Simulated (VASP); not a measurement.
The system is BaMo2.

```
CELL_PARAMETERS angstrom
0.00000 3.48644 3.48644
3.48644 0.00000 3.48644
3.48644 3.48644 0.00000
ATOMIC_POSITIONS crystal
Ba 0.25000 0.25000 0.25000
Mo 0.50000 0.50000 0.50000
Mo 0.75000 0.75000 0.75000
```

```yaml
Program: VASP 6.6.1
Task: relaxation of cell and atoms
Functional: PBE
Potentials_or_basis: VASP PAW PBE potentials, release 64 (Ba_sv, Mo_sv)
Cutoff: 600 eV
k_mesh: 4 × 4 × 4
Occupations: gaussian, width 0.1 eV
Spin: no spin polarisation
```

At the start: pressure -7.7 GPa; volume 28.25 Å³/atom.

Q: How do energy, volume and symmetry change on relaxing?

A: Over 3 steps the energy falls by 95.2 meV/atom and the volume is 24.73 Å³/atom (-12.5 %); space group F-43m (No. 216, to 0.05 Å).

Step by step:
```csv
step,energy change (eV),largest force (eV/Å),pressure (GPa),volume (Å³)
1,0.0000,0.0000,-7.70,84.76
2,-0.1962,0.0000,6.20,69.17
3,-0.2855,0.0000,-0.09,74.19
```

Final structure:
```yaml
crystal:
  lattice:
    - [0.00000, 3.33503, 3.33503]
    - [3.33503, 0.00000, 3.33503]
    - [3.33503, 3.33503, 0.00000]
  atoms:
    - { symbol: Ba, position: [0.25000, 0.25000, 0.25000] }
    - { symbol: Mo, position: [0.50000, 0.50000, 0.50000] }
    - { symbol: Mo, position: [0.75000, 0.75000, 0.75000] }
```

Caveat: the k points lie up to 0.41 Å⁻¹ apart in the final cell.
